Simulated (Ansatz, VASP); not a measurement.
## Two plane-wave programs on Ag

```xyz
2
Lattice="2.9300 0.0000 0.0000 -1.4650 2.5375 0.0000 0.0000 0.0000 4.7900" Properties=species:S:1:pos:R:3 pbc="T T T"
Ag    0.0000    1.0916    1.1975
Ag    1.4650    0.8458    3.5925
```

Alike in both runs: task single point; functional r2SCAN; k mesh 18 × 18 × 10; occupations gaussian, width 0.15 eV; no spin polarisation.

```csv
,VASP,Ansatz
version,VASP 6.6.1,Ansatz 0.2.0
potentials or method,"VASP PAW PBE potentials, release 64 (Ag), cutoff 520 eV","scalar-relativistic, plane waves, PAW"
valence electrons in the cell,22,38
```

Ansatz gave:

```
gap on the k mesh at the Fermi level (eV)                     : none
pressure (GPa)                                                : -1.4
traceless stress, the component that is largest in VASP (GPa) : -3.57
rms of the force components (eV/Å)                            : 0.060
```

Problem. What did VASP give for the same quantities?

Solution. gap on the k mesh at the Fermi level (eV): none; pressure (GPa): -1.3; traceless stress, the component that is largest in VASP (GPa): -3.63; rms of the force components (eV/Å): 0.061.

VASP's potentials were made for PBE, not for r2SCAN. Atom by atom the forces differ by 0.001 eV/Å (rms over components). A gap of «none» marks a metal or a gap that the smearing closes. VASP's potentials hold 22 valence electrons a cell and Ansatz's 38, so a difference there can come from the potentials and not from the codes.
